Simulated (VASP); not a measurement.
Wanted: the native input for a VASP 6.6.1 run.

```yaml
Task: single point
Functional: PBE
Potentials_or_basis: VASP PAW PBE potentials, release 64 (Cd, S)
Cutoff: 520 eV
k_mesh: 12 × 12 × 4
Occupations: gaussian, width 0.05 eV
Spin: no spin polarisation
Dipole_correction: no
Further_INCAR_settings: ALGO = Normal; EDIFF = 1e-06; NBANDS = 26
```

The structure of CdS lies in POSCAR:

```
CdS
1.0
    4.1347992034     -0.0620219881      0.0000000000
   -2.1211122189      3.6118521437      0.0000000000
    0.0000000000      0.0000000000      6.7490000000
Cd S
2 2
Direct
    0.3333333333      0.6666666667      0.0000000000
    0.6666666667      0.3333333333      0.5000000000
    0.3333333333      0.6666666667      0.3850000000
    0.6666666667      0.3333333333      0.8850000000
```

This cell differs from its parent crystal: strain -0.0300 x Voigt [0, 0, 0, 0, 0, 1].

These files were run (other wordings do the same):

INCAR

```
PREC = Accurate
ENCUT = 520
EDIFF = 1E-6
ISMEAR = 0
SIGMA = 0.05
LREAL = F
LASPH = T
NELM = 60
ALGO = Normal
ISIF = 2
LWAVE = F
LCHARG = F
GGA = PE
NBANDS = 26
```

KPOINTS

```
regular mesh
0
Gamma
  12 12 4
```

Potentials or basis: VASP PAW PBE potentials, release 64 (Cd, S).

Command:

```sh
$ cat potpaw_PBE.64/Cd/POTCAR potpaw_PBE.64/S/POTCAR > POTCAR
$ mpirun -np 1 vasp_std > vasp.out
```

It gave:

The pressure is 2.9 GPa and the largest force is 0.365 eV/Å. The band gap on the k mesh is 1.18 eV.

Caveat: the cell differs from its parent crystal (strain -0.0300 x Voigt [0, 0, 0, 0, 0, 1]).

Run time: 9.1 min on 1 thread of Intel Xeon 8259CL, on a shared host, peak memory 0.57 GiB.
